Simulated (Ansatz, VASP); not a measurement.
One calculation of Na, two programs

```
Na
1.0
     6.22093    0.00000    0.00000
    -3.11046    5.38748    0.00000
     0.00000    0.00000    3.68935
Na
3
Cartesian
  3.1105 5.3875 0.0000
  0.0000 3.5917 1.8447
  3.1105 1.7958 1.8447
```

Alike in both runs: task single point; functional revPBE; k mesh 7 × 7 × 10; occupations fermi-dirac, width 0.1 eV; no spin polarisation.

|  | VASP | Ansatz |
| --- | --- | --- |
| version | VASP 6.6.1 | Ansatz 0.2.0 |
| potentials or method | VASP PAW PBE potentials, release 64 (Na_pv), cutoff 520 eV | plane waves (420 eV) with PAW, scalar-relativistic |
| valence electrons in the cell | 21 | 27 |

```tsv
	VASP	Ansatz	Ansatz less VASP
pressure (GPa)	-0.2	-0.2	+0.01
traceless stress, the component that is largest in VASP (GPa)	0.09	0.09	+0.003
```

VASP's potentials were made for PBE, not for revPBE. With one functional, cell and mesh, what is left measures potentials, basis and numerics. VASP's potentials hold 21 valence electrons a cell and Ansatz's 27, so a difference there can come from the potentials and not from the codes.
